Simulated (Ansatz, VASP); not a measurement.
## Bi in VASP and in Ansatz

Contents of INCAR:

```
SYSTEM = Bi
PREC = Accurate
ENCUT = 520
EDIFF = 1E-8
ISMEAR = -1
SIGMA = 0.08
LREAL = .FALSE.
LASPH = .TRUE.
NELM = 80
ALGO = Normal
ISIF = 2
LWAVE = .FALSE.
LCHARG = .FALSE.
GGA = PE
LEFG = .TRUE.
NBANDS = 14
```

The input KPOINTS:

```
Automatic mesh
0
G
  13 13 13
  0 0 0
```

POSCAR

```
Bi
1.0
   -1.9795756973      1.9795756973      1.9795756973
    1.9795756973     -1.9795756973      1.9795756973
    1.9795756973      1.9795756973     -1.9795756973
Bi
1
Direct
    0.0000000000      0.0000000000      0.0000000000
```

Input for Ansatz:

```yaml
crystal:
  lattice:
    - [-1.9795756973, 1.9795756973, 1.9795756973]
    - [1.9795756973, -1.9795756973, 1.9795756973]
    - [1.9795756973, 1.9795756973, -1.9795756973]
  atoms:
    - { symbol: Bi, position: [0.0, 0.0, 0.0] }
kpoints:
  mp_grid: { grid: [13, 13, 13] }
scf:
  occupations: { method: fermi_dirac, width: 0.08 }
hamiltonian:
  xc: pbe
  pseudopotentials: { kind: paw }
output:
  forces: true
  stress: true
  eigenvalues: true
  efg: { contact_densities: true }
  write_density: true
  write_potential: true
  elf: true
  volumetric_format: npy
```

Change from the starting cell: volume scaled by 0.98, PAW files.

Alike in both runs: task electric field gradients; functional PBE; k mesh 13 × 13 × 13; occupations fermi-dirac, width 0.08 eV; no spin polarisation.

|  | VASP | Ansatz |
| --- | --- | --- |
| version | VASP 6.6.1 | Ansatz 0.2.0 |
| potentials or method | VASP PAW PBE potentials, release 64 (Bi_d) | PAW with Ansatz's default frozen-core files, scalar-relativistic |
| plane-wave cutoff (eV) | 520 | 420 |
| valence electrons in the cell | 15 | 15 |

```tsv
	VASP	Ansatz	Ansatz less VASP
pressure (GPa)	1.1	1.2	+0.06
```

Spin-orbit coupling is off throughout.
